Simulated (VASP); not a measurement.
A run of VASP 6.6.1 is set up as follows.

POSCAR

```
LiBe
1.0
    2.8100000000      0.0000000000      0.0000000000
    0.0000000000      2.8100000000      0.0000000000
    0.0000000000      0.0000000000      2.8100000000
Li Be
1 1
Direct
    0.0000000000      0.0000000000      0.0000000000
    0.5000000000      0.5000000000      0.5000000000
```

INCAR.step1

```
PREC = Accurate
ENCUT = 600
ISMEAR = 1
SIGMA = 0.1
LREAL = False
LASPH = True
NELM = 100
GGA = PE
ALGO = Normal
EDIFF = 1E-4
LWAVE = True
LCHARG = False
```

File INCAR.step2:

```
PREC = Accurate
ENCUT = 600
EDIFF = 1E-7
ISMEAR = 1
SIGMA = 0.1
LREAL = False
LASPH = True
NELM = 100
ALGO = Normal
ISIF = 3
LWAVE = False
LCHARG = False
METAGGA = R2SCAN
LMIXTAU = True
IBRION = 2
NSW = 80
EDIFFG = -0.02
ISTART = 1
```

Contents of KPOINTS:

```
regular mesh
0
Gamma
  7 7 7
```

Potentials or basis: VASP PAW PBE potentials, release 64 (Li_sv, Be).

Run with:

```sh
$ cat potpaw_PBE.64/Li_sv/POTCAR potpaw_PBE.64/Be/POTCAR > POTCAR
$ cp INCAR.step1 INCAR
$ mpirun -np 1 vasp_std > vasp.out
$ cp INCAR.step2 INCAR
$ mpirun -np 1 vasp_std > vasp.out
```

Problem. Predict the relaxed cell.

Solution. a = 2.822 Å, b = 2.822 Å, c = 2.822 Å, α = 90.00°, β = 90.00°, γ = 90.00°.

Problem. What does it give for the relaxed volume?

Solution. 11.23 Å³/atom.

Step by step:
```tsv
step	energy change (eV)	largest force (eV/Å)	pressure (GPa)	volume (Å³)
1	0.0000	0.0000	0.74	22.19
2	-0.0006	0.0000	0.36	22.35
3	-0.0008	0.0000	0.11	22.47
```

Caveat: the cutoff is under 1.25 times the usual one of these potentials, so pressure, stress and relaxed cells hold a basis-set (Pulay) error; the PAW data sets were made with another functional, which shifts forces and pressure a little.
